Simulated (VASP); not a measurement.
The system is MnO2.

```
Mn O
1.0
     4.38081    0.00000    0.00000
     0.00000    4.38081    0.00000
     0.00000    0.00000    2.87973
Mn O
2 4
Direct
  0.00000 0.00000 0.00000
  0.50000 0.50000 0.50000
  0.30400 0.30400 0.00000
  0.69600 0.69600 0.00000
  0.80400 0.19600 0.50000
  0.19600 0.80400 0.50000
```

Base run:

| Property | Result |
| --- | --- |
| Program | VASP 6.6.1 |
| Functional | PBE |
| Potentials or basis | VASP PAW PBE potentials, release 64 (Mn_pv, O) |
| Cutoff | 600 eV |
| k mesh | 5 × 5 × 8 |
| Occupations | fermi-dirac, width 0.1 eV |
| Spin | collinear spin, antiferromagnetic start |
| Starting moments | [3.0, -3.0, 0.0, 0.0, 0.0, 0.0] μB |
| Hubbard terms | Mn d U = 3.55 eV |

Its results: band gap on the k mesh 0.39 eV; pressure 10.4 GPa; net moment 0.00 μB per cell; site moments Mn +2.88, -2.88; O -0.01, +0.01 (each value once) μB; largest force 0.111 eV/Å.

The run is repeated on the same cell with these changes: spin from collinear spin, antiferromagnetic start to collinear spin, ferromagnetic start; moments at the start from [3.0, -3.0, 0.0, 0.0, 0.0, 0.0] to [3.0, 3.0, 0.0, 0.0, 0.0, 0.0]. What comes out?

Band gap on the k mesh zero (filled and empty bands overlap); pressure 12.3 GPa; net moment 6.03 μB per cell; site moments Mn +2.99; O -0.02 μB; largest force 0.114 eV/Å.

Caveats: the cell stands under pressure; the run started ferromagnetic, and an antiferromagnetic order may lie lower in energy (at least some runs).

A k mesh can miss the band edges.
